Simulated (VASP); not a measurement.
A run of VASP 6.6.1 is set up as follows.

The input INCAR:

```
SYSTEM = Au
  PREC = Accurate
  ENCUT = 600
  EDIFF = 1E-6
  ISMEAR = 0
  SIGMA = 0.1
  LREAL = .FALSE.
  LASPH = .TRUE.
  NELM = 100
  ALGO = Normal
  ISIF = 3
  LWAVE = .FALSE.
  LCHARG = .FALSE.
  GGA = PE
  IBRION = 2
  NSW = 90
  EDIFFG = -0.04
```

The input KPOINTS:

```
regular mesh
0
G
  8 8 4
  0 0 0
```

The input POSCAR:

```
Au
1.0
    1.4400703200     -1.9848332600      0.0000000000
    1.4400703200      1.9848332600      0.0000000000
    0.0000000000      0.0000000000      6.4112066500
Au
2
Direct
    0.0000000000      0.0000000000      0.3068117300
    0.0000000000      0.0000000000      0.6931882700
```

Potentials or basis: VASP PAW PBE potentials, release 64 (Au).

Run with:

```sh
$ cat potpaw_PBE.64/Au/POTCAR > POTCAR
$ mpirun -np 1 vasp_std > vasp.out
```

What does it give for the space group after relaxing (to 0.05 Å)?

P6/mmm (No. 191).

What does it give for the relaxed cell?

a = 2.807 Å, b = 2.807 Å, c = 5.661 Å, α = 90.00°, β = 90.00°, γ = 119.96°.

What does it give for the band gap on the k mesh?

Zero (band 11 reaches 10.85 eV, above the bottom of band 12 at 4.89 eV).

Final structure:
```
CELL_PARAMETERS angstrom
1.40460 -2.43077 0.00000
1.40460 2.43077 0.00000
0.00000 0.00000 5.66127
ATOMIC_POSITIONS crystal
Au 0.00000 0.00000 0.25040
Au 0.00000 0.00000 0.74960
```

Caveat: spin-orbit coupling is left out, which moves the levels of the heavy elements.
